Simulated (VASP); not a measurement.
A run of VASP 6.6.1 is set up as follows.

INCAR

```
SYSTEM = MgO
PREC     = Accurate       ! precision mode
ENCUT    = 520            ! plane-wave cutoff, eV
EDIFF    = 1E-6           ! SCF threshold, eV
ISMEAR   = 0              ! smearing method
SIGMA    = 0.05           ! smearing width, eV
LREAL    = .FALSE.        ! projectors in reciprocal space
LASPH    = .TRUE.         ! aspherical terms in the spheres
NELM     = 80             ! most SCF steps
ALGO     = Normal         ! electronic algorithm
ISIF     = 2              ! what is computed and relaxed
LWAVE    = .FALSE.        ! write WAVECAR
LCHARG   = .FALSE.        ! write CHGCAR
GGA      = PE             ! functional
NBANDS   = 16             ! bands
```

Contents of KPOINTS:

```
Automatic mesh
0
G
  6 6 6
  0 0 0
```

The input POSCAR:

```
MgO
1.0
    3.4340821948      0.0000000000      0.0000000000
   -1.7170410974      2.9740024193      0.0000000000
    0.0000000000      0.0000000000      4.3033824566
Mg O
2 2
Direct
    0.6666666667      0.3333333333      0.7500000000
    0.3333333333      0.6666666667      0.2500000000
    0.6666666667      0.3333333333      0.2500000000
    0.3333333333      0.6666666667      0.7500000000
```

Potentials or basis: VASP PAW PBE potentials, release 64 (Mg, O).

The run is started by

```sh
$ cat potpaw_PBE.64/Mg/POTCAR potpaw_PBE.64/O/POTCAR > POTCAR
$ mpirun -np 1 vasp_std > vasp.out
```

(1) Estimate the pressure.

(2) Predict the band gap on the k mesh.

Results:

(1) 4.4 GPa.

(2) 3.39 eV, direct.

Caveat: the cell differs from its parent crystal (strain -0.015 along x and y, +0.030 along z).
